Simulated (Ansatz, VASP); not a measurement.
# One calculation of LuC, two programs

File INCAR:

```
ALGO     = Normal         # electronic algorithm
EDIFF    = 1E-7           # SCF threshold, eV
ENCUT    = 520            # plane-wave cutoff, eV
GGA      = PS             # functional
ISIF     = 2              # what is computed and relaxed
ISMEAR   = 0              # smearing method
LASPH    = T              # aspherical terms in the spheres
LCHARG   = F              # write CHGCAR
LREAL    = F              # projectors in reciprocal space
LWAVE    = F              # write WAVECAR
NBANDS   = 22             # bands
NELM     = 80             # most SCF steps
PREC     = Accurate       # precision mode
SIGMA    = 0.05           # smearing width, eV
```

The input KPOINTS:

```
k-points
0
Gamma
  10 10 10
```

File POSCAR:

```
LuC
1.0
    2.9980313728      0.0000000000      0.0000000000
    0.0000000000      2.9980313728      0.0000000000
    0.0000000000      0.0000000000      2.9980313728
Lu C
1 1
Direct
    0.0000000000      0.0000000000      0.0000000000
    0.5000000000      0.5000000000      0.5000000000
```

Input for Ansatz:

```yaml
crystal:
  lattice:
    - [2.9980313728, 0.0, 0.0]
    - [0.0, 2.9980313728, 0.0]
    - [0.0, 0.0, 2.9980313728]
  atoms:
    - { symbol: Lu, position: [0.0, 0.0, 0.0] }
    - { symbol: C, position: [0.5, 0.5, 0.5] }
basis:
  ecutwfc: 420
  ecutrho_ratio: 4
kpoints:
  mp_grid: { grid: [10, 10, 10] }
hamiltonian:
  xc: pbesol
scf:
  occupations: { method: gaussian, width: 0.05 }
output:
  forces: true
  stress: true
  eigenvalues: true
```

Alike in both runs: task single point; functional PBEsol; k mesh 10 × 10 × 10; occupations gaussian, width 0.05 eV; no spin polarisation.

```csv
,VASP,Ansatz
version,VASP 6.6.1,Ansatz 0.2.0
potentials or method,"VASP PAW PBE potentials, release 64 (Lu, C), cutoff 520 eV","scalar-relativistic, plane waves, PAW"
valence electrons in the cell,29,29
```

|  | VASP | Ansatz | Ansatz less VASP |
| --- | --- | --- | --- |
| gap on the k mesh at the Fermi level (eV) | none | none | - |
| pressure (GPa) | -1.9 | -2.7 | -0.79 |

VASP's potentials were made for PBE, not for PBEsol. A gap of «none» marks a metal or a gap that the smearing closes. The functional is the same, so the differences come from potentials, cutoffs and numerics.

Neither program's run includes spin-orbit coupling.
